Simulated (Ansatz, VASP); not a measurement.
## NbTe in VASP and in Ansatz

```
CELL_PARAMETERS angstrom
3.08895 0.00000 0.00000
0.00000 3.08895 0.00000
0.00000 0.00000 3.08895
ATOMIC_POSITIONS crystal
Nb 0.00000 0.00000 0.00000
Te 0.50000 0.50000 0.50000
```

Change from the starting cell: volume scaled by 0.76, PAW files.

Alike in both runs: task single point; functional PBEsol; k mesh 12 × 12 × 12; occupations fermi-dirac, width 0.1 eV; no spin polarisation.

|  | VASP | Ansatz |
| --- | --- | --- |
| version | VASP 6.6.1 | Ansatz 0.2.0 |
| potentials or method | VASP PAW PBE potentials, release 64 (Nb_sv, Te) | PAW with Ansatz's default frozen-core files, scalar-relativistic |
| plane-wave cutoff (eV) | 520 | 420 |
| valence electrons in the cell | 19 | 29 |

Ansatz gave:

- pressure (GPa): 75.2

**Question.** What did VASP give for the same quantities?

**Answer.** Pressure (GPa): 75.1.

VASP's potentials were made for PBE, not for PBEsol. Both programs put the cell under a high pressure, so it lies far from rest at this level. VASP's potentials hold 19 valence electrons a cell and Ansatz's 29, so a difference there can come from the potentials and not from the codes.

Spin-orbit coupling is off throughout. Noted on VASP's run: the cell as given lies far from equilibrium.
